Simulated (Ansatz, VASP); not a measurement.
# Au in VASP and in Ansatz

```xyz
1
Lattice="0.0000 2.0749 2.0749 2.0749 0.0000 2.0749 2.0749 2.0749 0.0000" Properties=species:S:1:pos:R:3 pbc="T T T"
Au    0.0000    0.0000    0.0000
```

Alike in both runs: task single point; functional r2SCAN; k mesh 11 × 11 × 11; occupations fermi-dirac, width 0.05 eV; no spin polarisation.

|  | VASP | Ansatz |
| --- | --- | --- |
| version | VASP 6.6.1 | Ansatz 0.2.0 |
| potentials or method | VASP PAW PBE potentials, release 64 (Au) | Ansatz PAW |
| plane-wave cutoff (eV) | 520 | 500 |
| valence electrons in the cell | 11 | 19 |

|  | VASP | Ansatz | Ansatz less VASP |
| --- | --- | --- | --- |
| gap on the k mesh at the Fermi level (eV) | none | none | - |
| pressure (GPa) | -2.6 | -2.8 | -0.22 |

VASP's potentials were made for PBE, not for r2SCAN. A gap of «none» marks a metal or a gap that the smearing closes. VASP's potentials hold 11 valence electrons a cell and Ansatz's 19, so a difference there can come from the potentials and not from the codes.

Neither program's run includes spin-orbit coupling.
